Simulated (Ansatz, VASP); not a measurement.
**One calculation of YGa3N4, two programs**

```
CELL_PARAMETERS angstrom
3.31553 0.00000 0.00000
-1.65777 2.87133 0.00000
0.00000 0.00000 10.87767
ATOMIC_POSITIONS crystal
Ga 0.33333 0.66667 0.01753
Ga 0.33333 0.66667 0.48373
Ga 0.66667 0.33333 0.25039
Y 0.66667 0.33333 0.74786
N 0.33333 0.66667 0.19737
N 0.33333 0.66667 0.66113
N 0.66667 0.33333 0.43056
N 0.66667 0.33333 0.96143
```

Alike in both runs: task single point; functional r2SCAN; k mesh 12 × 12 × 2; no spin polarisation.

|  | VASP | Ansatz |
| --- | --- | --- |
| version | VASP 6.6.1 | Ansatz 0.2.0 |
| potentials or method | VASP PAW PBE potentials, release 64 (Ga_d, Y_sv, N) | plane waves, PAW |
| plane-wave cutoff (eV) | 520 | 500 |
| occupations | gaussian, width 0.01 eV | fixed |
| valence electrons in the cell | 70 | 70 |

|  | VASP | Ansatz | Ansatz less VASP |
| --- | --- | --- | --- |
| gap on the k mesh at the Fermi level (eV) | 1.96 | 1.97 | +0.003 |
| pressure (GPa) | 0.6 | 0.0 | -0.63 |
| rms of the force components (eV/Å) | 0.014 | 0.001 | -0.0132 |

VASP's potentials were made for PBE, not for r2SCAN. Atom by atom the forces differ by 0.014 eV/Å (rms over components).
